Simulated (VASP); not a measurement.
A run of VASP 6.6.1:

Contents of POSCAR:

```
BaS
1.0
    0.0000000000      3.2117958739      3.2117958739
    3.2117958739      0.0000000000      3.2117958739
    3.2117958739      3.2117958739      0.0000000000
Ba S
1 1
Direct
    0.0000000000      0.0000000000      0.0000000000
    0.5000000000      0.5000000000      0.5000000000
```

Contents of INCAR.step1:

```
SYSTEM = BaS
PREC = Accurate
ENCUT = 520
ISMEAR = 0
SIGMA = 0.01
LREAL = .FALSE.
LASPH = .TRUE.
NELM = 100
NBANDS = 15
GGA = PE
ALGO = Normal
EDIFF = 1E-4
LWAVE = .TRUE.
LCHARG = .FALSE.
```

INCAR.step2

```
SYSTEM = BaS
PREC = Accurate
ENCUT = 520
EDIFF = 1E-6
ISMEAR = 0
SIGMA = 0.01
LREAL = .FALSE.
LASPH = .TRUE.
NELM = 100
ALGO = Normal
ISIF = 2
LWAVE = .FALSE.
LCHARG = .FALSE.
METAGGA = R2SCAN
LMIXTAU = .TRUE.
NBANDS = 15
ISTART = 1
```

Contents of KPOINTS:

```
regular mesh
0
G
  8 8 8
  0 0 0
```

Potentials or basis: VASP PAW PBE potentials, release 64 (Ba_sv, S).

Command:

```console
$ cat potpaw_PBE.64/Ba_sv/POTCAR potpaw_PBE.64/S/POTCAR > POTCAR
$ cp INCAR.step1 INCAR
$ mpirun -np 1 vasp_std > vasp.out
$ cp INCAR.step2 INCAR
$ mpirun -np 1 vasp_std > vasp.out
```

Hardware: 1 thread of AMD EPYC 7R13 (shared host).

Estimate the wall time of this run.

It took 4 min on 1 thread of AMD EPYC 7R13, on a shared host, peak memory 0.2 GiB. Counts: k points 29.
